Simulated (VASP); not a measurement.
Here is a VASP 6.6.1 calculation.

The input INCAR:

```
SYSTEM = B
ALGO     = Normal         ! electronic algorithm
EDIFF    = 1E-6           ! SCF threshold, eV
EDIFFG   = -0.005         ! ionic threshold
ENCUT    = 600            ! plane-wave cutoff, eV
GGA      = PE             ! functional
IBRION   = 2              ! ionic algorithm
ISIF     = 3              ! what is computed and relaxed
ISMEAR   = -1             ! smearing method
LASPH    = .TRUE.         ! aspherical terms in the spheres
LCHARG   = .FALSE.        ! write CHGCAR
LREAL    = .FALSE.        ! projectors in reciprocal space
LWAVE    = .FALSE.        ! write WAVECAR
NELM     = 100            ! most SCF steps
NSW      = 60             ! ionic steps
PREC     = Accurate       ! precision mode
PSTRESS  = 420.0        
SIGMA    = 0.1            ! smearing width, eV
```

KPOINTS

```
k-points
0
G
  22 22 12
  0 0 0
```

The input POSCAR:

```
B
1.0
    1.9505191543      0.0000000000      0.0000000000
   -0.9752595772      1.6891991382      0.0000000000
    0.0000000000      0.0000000000      3.1598410300
B
2
Direct
    0.3333333333      0.6666666667      0.2500000000
    0.6666666667      0.3333333333      0.7500000000
```

Potentials or basis: VASP PAW PBE potentials, release 64 (B).

The run is started by

```sh
$ cat potpaw_PBE.64/B/POTCAR > POTCAR
$ mpirun -np 1 vasp_std > vasp.out
```

(1) What does it give for the space group after relaxing (to 0.05 Å)?

(2) Estimate the relaxed cell.

## Answers

(1) P6_3/mmc (No. 194).

(2) a = 1.658 Å, b = 1.658 Å, c = 5.240 Å, α = 90.00°, β = 90.00°, γ = 120.00°.

Caveat: the cell is relaxed towards a set pressure, so the enthalpy falls and the energy may rise.
